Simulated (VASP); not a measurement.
# ZrSe2 (P-3m1) in VASP: a series of runs

ZrSe2 is run at these levels: HSE06; tasks: single point.

Program: VASP 6.6.1. These are calculated values, not measurements. Logs are shortened: lines on timing, memory, paths and dates and some standing lists are left out, and cuts for length are marked.

**1. The cell of the first run**

It takes space group P-3m1 (No. 164, trigonal). Conventional cell: a = 3.845 Å, b = 3.845 Å, c = 6.134 Å, α = 90.00°, β = 90.00°, γ = 120.00°. Within 3.6 Å of Zr (site symmetry -3m) lie 6 Se at 2.70 Å. Within 3.6 Å of Se (site symmetry 3m) lie 3 Zr at 2.70 Å.

**2. Single point, HSE06 (epitaxial xy strain +1.5%)**

The input, POSCAR:

```
ZrSe2
1.0
    3.8449340065      0.0000000000      0.0000000000
   -1.9224670033      3.3298105255      0.0000000000
    0.0000000000      0.0000000000      6.1337122251
Zr Se
1 2
Direct
    0.0000000000      0.0000000000      0.0000000000
    0.3333333333      0.6666666667      0.2516003149
    0.6666666667      0.3333333333      0.7483996851
```

The input, INCAR.step1:

```
PREC = Accurate
ENCUT = 400
EDIFF = 1E-5
ISMEAR = 0
SIGMA = 0.01
LREAL = False
LASPH = True
NELM = 120
ALGO = Normal
ISIF = 2
LWAVE = True
NBANDS = 19
GGA = PE
GGA_COMPAT = False
KPAR = 4
```

The input, INCAR.step2:

```
PREC = Accurate
ENCUT = 400
EDIFF = 1E-6
ISMEAR = 0
SIGMA = 0.01
LREAL = False
LASPH = True
NELM = 120
ALGO = Normal
ISIF = 2
LWAVE = False
LCHARG = True
GGA = PE
LHFCALC = True
HFSCREEN = 0.2079
PRECFOCK = Normal
LVHAR = True
NBANDS = 19
ISTART = 1
GGA_COMPAT = False
KPAR = 4
```

The input, KPOINTS:

```
Automatic mesh
0
Gamma
  6 6 4
```

Potentials or basis: VASP PAW PBE potentials, release 64 (Zr_sv, Se).

The run is started by

```console
cat potpaw_PBE.64/Zr_sv/POTCAR potpaw_PBE.64/Se/POTCAR > POTCAR
cp INCAR.step1 INCAR
mpirun -np 4 vasp_std > vasp.out
cp INCAR.step2 INCAR
mpirun -np 4 vasp_std > vasp.out
```

OUTCAR:

```text
PREC = Accurate
   ENCUT = 400
   EDIFF = 1E-6
   ISMEAR = 0
   LREAL = False
   LASPH = True
   NELM = 120
   ISIF = 2
   GGA = PE
   LHFCALC = True
   HFSCREEN = 0.2079
   PRECFOCK = Normal
   ISTART = 1

 ion  position               nearest neighbor table
   1  0.000  0.000  0.000-   2 2.70   3 2.70   3 2.70   2 2.70   3 2.70   2 2.70
   2  0.333  0.667  0.252-   1 2.70   1 2.70   1 2.70
   3  0.667  0.333  0.748-   1 2.70   1 2.70   1 2.70

  LATTYP: Found a hexagonal cell.
 ALAT       =     3.8449340065
 C/A-ratio  =     1.5952711320

  Lattice vectors:

 A1 = (   3.8449340065,   0.0000000000,   0.0000000000)
 A2 = (  -1.9224670033,   3.3298105255,   0.0000000000)
 A3 = (   0.0000000000,   0.0000000000,   6.1337122251)

Analysis of symmetry for initial positions (statically):
=====================================================================
 Subroutine PRICEL returns:
 Original cell was already a primitive cell.

 Routine SETGRP: Setting up the symmetry group for a
 hexagonal supercell.

 Subroutine GETGRP returns: Found 12 space group operations
 (whereof 12 operations were pure point group operations)
 out of a pool of 24 trial point group operations.

The static configuration has the point symmetry D_3d.

Analysis of symmetry for dynamics (positions and initial velocities):
=====================================================================
 Subroutine PRICEL returns:
 Original cell was already a primitive cell.

 Routine SETGRP: Setting up the symmetry group for a
 hexagonal supercell.

 Subroutine GETGRP returns: Found 12 space group operations
 (whereof 12 operations were pure point group operations)
 out of a pool of 24 trial point group operations.

The dynamic configuration has the point symmetry D_3d.

 Subroutine INISYM returns: Found 12 space group operations
 (whereof 12 operations are pure point group operations),
 and found     1 'primitive' translations

----------------------------------------------------------------------------------------

                                     Primitive cell

  volume of cell :      78.5293

  direct lattice vectors                    reciprocal lattice vectors
     3.844934006  0.000000000  0.000000000     0.260082487  0.150158694  0.000000000
    -1.922467003  3.329810526  0.000000000     0.000000000  0.300317388  0.000000000
     0.000000000  0.000000000  6.133712225     0.000000000  0.000000000  0.163033407

  length of vectors
     3.844934006  3.844934007  6.133712225     0.300317388  0.300317388  0.163033407

  position of ions in fractional coordinates (direct lattice)
     0.000000000  0.000000000  0.000000000
     0.333333333  0.666666667  0.251600315
     0.666666667  0.333333333  0.748399685

  ion indices of the primitive-cell ions
   primitive index   ion index
                 1           1
                 2           2
                 3           3

----------------------------------------------------------------------------------------

 KPOINTS: Automatic mesh

Automatic generation of k-mesh.
 Grid dimensions read from file:
 generate k-points for:    6    6    4

 Generating k-lattice:

  Cartesian coordinates                     Fractional coordinates (reciprocal lattice)
     0.043347081  0.025026449  0.000000000     0.166666667 -0.000000000  0.000000000
     0.000000000  0.050052898  0.000000000     0.000000000  0.166666667  0.000000000
     0.000000000  0.000000000  0.040758352     0.000000000  0.000000000  0.250000000

  Length of vectors
     0.050052898  0.050052898  0.040758352

  Shift w.r.t. Gamma in fractional coordinates (k-lattice)
     0.000000000  0.000000000  0.000000000

 Subroutine IBZKPT returns following result:
 ===========================================

 Found     24 irreducible k-points:

 Following reciprocal coordinates:
            Coordinates               Weight
  0.000000  0.000000  0.000000      1.000000
  0.166667 -0.000000  0.000000      6.000000
  0.333333 -0.000000  0.000000      6.000000
  0.500000 -0.000000  0.000000      3.000000
  0.166667  0.166667  0.000000      6.000000
  0.333333  0.166667  0.000000     12.000000
[... 16 lines left out ...]
  0.333333  0.166667  0.500000     12.000000
  0.333333  0.333333  0.500000      2.000000
   k-points           NKPTS =     24   k-points in BZ     NKDIM =    144   number of bands    NBANDS=     19
   number of dos      NEDOS =    301   number of ions     NIONS =      3
   total plane-waves  NPLWV =  31360
   dimension x,y,z NGX =    28 NGY =   28 NGZ =   40
   dimension x,y,z NGXF=    56 NGYF=   56 NGZF=   80
   ions per type =               1   2
   NGX,Y,Z   is equivalent  to a cutoff of  12.11, 12.11, 10.84 a.u.
   NGXF,Y,Z  is equivalent  to a cutoff of  24.21, 24.21, 21.68 a.u.
 SYSTEM =  unknown system
   PREC   = accura    normal or accurate (medium, high low for compatibility)
   ISTART =      1    job   : 0-new  1-cont  2-samecut
   ICHARG =      0    charge: 1-file 2-atom 10-const
   ISPIN  =      1    spin polarized calculation?
   LNONCOLLINEAR =      F non collinear calculations
   LSORBIT =      F    spin-orbit coupling
   LASPH  =      T    aspherical Exc in radial PAW
   ENCUT  =  400.0 eV  29.40 Ry    5.42 a.u.   6.27  6.27 10.00*2*pi/ulx,y,z
   NELM   =    120;   NELMIN=  2; NELMDL=  0     # of ELM steps
   EDIFF  = 0.1E-05   stopping-criterion for ELM
   LREAL  =      F    real-space projection
   EDIFFG = 0.1E-04   stopping-criterion for IOM
   NSW    =      0    number of steps for IOM
   IBRION =     -1    ionic relax: 0-MD 1-quasi-New 2-CG
   NFREE  =      0    steps in history (QN), initial steepest desc. (CG)
   ISIF   =      2    stress and relaxation
   ISYM   =      3    0-nonsym 1-usesym 2-fastsym
   POTIM  = 0.5000    time-step for ionic-motion
   TEBEG  =    0.0;   TEEND  =   0.0 temperature during run
   PSTRESS=    0.0 pullay stress
   NELECT =      24.0000    total number of electrons
   NUPDOWN=      -1.0000    fix difference up-down
   EMIN   =  10.00;   EMAX   =-10.00  energy-range for DOS
   EFERMI =   0.00;   METHOD = LEGACY
   ISMEAR =     0;   SIGMA  =   0.01  broadening in eV -4-tet -1-fermi 0-gaus
   EFERMI_NEDOS =   21; number of points for ismear=-14 and -15
   IALGO  =     38    algorithm
   IMIX   =      1    mixing-type and parameters
     AMIX     =   0.40;   BMIX     =  1.00
     AMIX_MAG =   1.60;   BMIX_MAG =  1.00
  volume/ion in A,a.u.               =      26.18       176.65
  Fermi-wavevector in a.u.,A,eV,Ry     =   1.102727  2.083852 16.544775  1.216007
  Thomas-Fermi vector in A             =   2.239174
   LORBIT       =      0    0 simple, 1 ext, 2 COOP (PROOUT), +10 PAW based schemes
   GGA     = PE    functional components
   LHFCALC =     T    Hartree Fock is set to
   PRECFOCK=normal    Normal, Fast or Accurate (Low or Medium for compatibility)
   ENCUT4O =  -1.0   cutoff for four orbital integrals eV
   NKREDX  =     1    reduce k-point grid by
   NKREDY  =     1    reduce k-point grid by
   NKREDZ  =     1    reduce k-point grid by
   AEXX    =    0.2500 exact exchange contribution
   HFSCREEN=    0.2079 screening length (either q_TF or 0.3 A-1)
   HFSCREENC=   0.2079 screening length for correlation (either q_TF or 0.3 A-1)
   ENCUTFOCK=  -1.0 apply spherical cutoff to Coloumb kernel
   IVDW    =     0    specifies the selected vdW correction
   LEPSILON=     F    determine dielectric tensor
   LRPA    =     F    only Hartree local field effects (RPA)
 non-spin polarized calculation
 Gauss-broadening in eV      SIGMA  =   0.01
  energy-cutoff  :      400.00
  volume of cell :       78.53
 maximum number of plane-waves:      1448
 NGX is ok and might be reduce to    28
  NGX = 20; NGY = 20; NGZ = 32

 number of electron      23.9999999 magnetization

 Free energy of the ion-electron system (eV)
  ---------------------------------------------------
  ext. energy  EPLUGINS =         0.00000000
  ---------------------------------------------------
  free energy    TOTEN  =       -23.31789285 eV

  energy without entropy =      -23.31789285  energy(sigma->0) =      -23.31789285

 E-fermi :   3.8180     XC(G=0):  -7.8146

 val. band max:        3.7624262666   @ k =   0.0000   0.0000   0.0000
 cond. band min:       4.7770952192   @ k =   0.5000  -0.0000   0.5000
 fundamental gap:      1.0146689526
 Fermi energy:         3.8179706728

 k-point     1 :       0.0000    0.0000    0.0000
  band No.  band energies     occupation
      1     -49.4560      2.00000
      2     -26.0925      2.00000
      3     -25.9671      2.00000
      4     -25.9671      2.00000
      5     -10.7615      2.00000
      6      -9.3377      2.00000
[... 11 lines left out ...]
     18       9.2229      0.00000
     19       9.3894      0.00000

 k-point     2 :       0.1667   -0.0000    0.0000
  band No.  band energies     occupation
      1     -49.4530      2.00000
      2     -26.0819      2.00000
      3     -26.0166      2.00000
      4     -25.9780      2.00000
      5     -10.5023      2.00000
      6      -9.3732      2.00000
[... 11 lines left out ...]
     18      10.4957      0.00000
     19      11.1677      0.00000

 k-point     3 :       0.3333   -0.0000    0.0000
  band No.  band energies     occupation
      1     -49.4469      2.00000
      2     -26.1148      2.00000
      3     -26.0600      2.00000
      4     -25.9995      2.00000
      5      -9.9335      2.00000
      6      -9.4340      2.00000
[... 11 lines left out ...]
     18      11.1371      0.00000
     19      11.8440      0.00000

 k-point     4 :       0.5000   -0.0000    0.0000
  band No.  band energies     occupation
      1     -49.4439      2.00000
      2     -26.1627      2.00000
      3     -26.0494      2.00000
      4     -26.0101      2.00000
      5      -9.6644      2.00000
      6      -9.4048      2.00000
[... 407 lines left out ...]
     18      12.0221      0.00000
     19      12.3000      0.00000

 k-point    23 :       0.3333    0.1667    0.5000
  band No.  band energies     occupation
      1     -49.4439      2.00000
      2     -26.1369      2.00000
      3     -26.0502      2.00000
      4     -26.0358      2.00000
      5      -9.6680      2.00000
      6      -9.3946      2.00000
[... 11 lines left out ...]
     18      10.8167      0.00000
     19      11.6034      0.00000

 k-point    24 :       0.3333    0.3333    0.5000
  band No.  band energies     occupation
      1     -49.4424      2.00000
      2     -26.1014      2.00000
      3     -26.1014      2.00000
      4     -26.0449      2.00000
      5      -9.4566      2.00000
      6      -9.4566      2.00000
[... 11 lines left out ...]
     18      12.0861      0.00000
     19      12.0861      0.00000

------------------------ aborting loop because EDIFF is reached ----------------------------------------

  FORCE on cell =-STRESS in cart. coord.  units (eV):
  Direction    XX          YY          ZZ          XY          YZ          ZX
  --------------------------------------------------------------------------------------
  -------------------------------------------------------------------------------------
  Total       -0.9580734     -0.9580734      0.2470662      0.0000000      0.0000000     -0.0000000
  in kB      -19.5468841    -19.5468841      5.0407139      0.0000000      0.0000000     -0.0000000
  external PRESSURE =     -11.3510181 kB  Pullay stress =       0.0000000 kB

 VOLUME and BASIS-vectors are now :
 -----------------------------------------------------------------------------
  energy-cutoff  :      400.00
  volume of cell :       78.53
      direct lattice vectors                 reciprocal lattice vectors
     3.844934006  0.000000000  0.000000000     0.260082487  0.150158694  0.000000000
    -1.922467003  3.329810526  0.000000000     0.000000000  0.300317388  0.000000000
     0.000000000  0.000000000  6.133712225     0.000000000  0.000000000  0.163033407

 POSITION                                       TOTAL-FORCE (eV/Angst)
 -----------------------------------------------------------------------------------
      0.00000      0.00000      0.00000        -0.000000      0.000000     -0.000000
     -0.00000      2.21987      1.54324        -0.000000     -0.000000     -0.154568
      1.92247      1.10994      4.59047         0.000000      0.000000      0.154568
 -----------------------------------------------------------------------------------
    total drift:                               -0.000000      0.000000     -0.000001

  FREE ENERGIE OF THE ION-ELECTRON SYSTEM (eV)
  ---------------------------------------------------
  free  energy   TOTEN  =       -23.3178928539 eV

  energy  without entropy=      -23.3178928539  energy(sigma->0) =      -23.31789285
```

It took 14 min on 4 MPI ranks of AMD EPYC 7R13 (Zen 3), shared host; peak memory 0.28 GiB.

Results:

| Quantity | Value |
| --- | --- |
| Free energy | -23.3179 eV |
| Pressure | -1.1 GPa |
| Largest force | 0.155 eV/Å |
| Band gap on the k mesh | 1.01 eV (least direct gap 1.68 eV) |

Forces in eV/Å, atoms in the order of the input:
```
Zr   0.000  0.000  0.000
Se   0.000  0.000 -0.155
Se   0.000  0.000  0.155
```

Levels at points of the mesh, in eV from the valence-band top:
| k point | band 9 | band 10 | band 11 | band 12 | band 13 | band 14 | band 15 | band 16 |
| --- | --- | --- | --- | --- | --- | --- | --- | --- |
| (0.00, 0.00, 0.00) | -3.15 | -0.22 | -0.22 | 0.00 | 1.68 | 1.68 | 2.36 | 4.97 |
| (0.50, 0.00, 0.00) | -2.92 | -2.86 | -2.45 | -1.70 | 1.17 | 3.25 | 3.57 | 5.55 |
| (0.00, 0.00, 0.50) | -3.10 | -2.25 | -0.41 | -0.41 | 1.65 | 1.65 | 2.67 | 5.43 |
| (0.50, 0.00, 0.50) | -3.07 | -2.76 | -1.35 | -1.14 | 1.01 | 3.23 | 3.56 | 5.16 |

Caveat: the cell differs from its parent crystal (epitaxial xy strain +1.5%); the PAW data sets were made with another functional, which shifts forces and pressure a little; this functional lacks dispersion, which binds layers or chains, so the pressure and a relaxed spacing across them are unreliable. A k mesh can miss the band edges.

(Part 1 of 2 ends here.)
